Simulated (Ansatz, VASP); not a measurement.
# Be in VASP and in Ansatz

```xyz
2
Lattice="0.0000 2.4047 2.4047 2.4047 0.0000 2.4047 2.4047 2.4047 0.0000" Properties=species:S:1:pos:R:3 pbc="T T T"
Be    0.6012    0.6012    0.6012
Be    4.2082    4.2082    4.2082
```

Alike in both runs: task single point; functional PBEsol; k mesh 13 × 13 × 13; occupations fermi-dirac, width 0.1 eV; no spin polarisation.

|  | VASP | Ansatz |
| --- | --- | --- |
| version | VASP 6.6.1 | Ansatz 0.2.0 |
| potentials or method | VASP PAW PBE potentials, release 64 (Be), cutoff 520 eV | plane waves (420 eV) with PAW, scalar-relativistic |
| valence electrons in the cell | 4 | 4 |

VASP gave:

| Property | Result |
| --- | --- |
| pressure (GPa) | 2.1 |

**Question.** Which values does Ansatz return?

**Answer.** Pressure (GPa): 1.9.

VASP's potentials were made for PBE, not for PBEsol, and Ansatz warns of the same on its side.
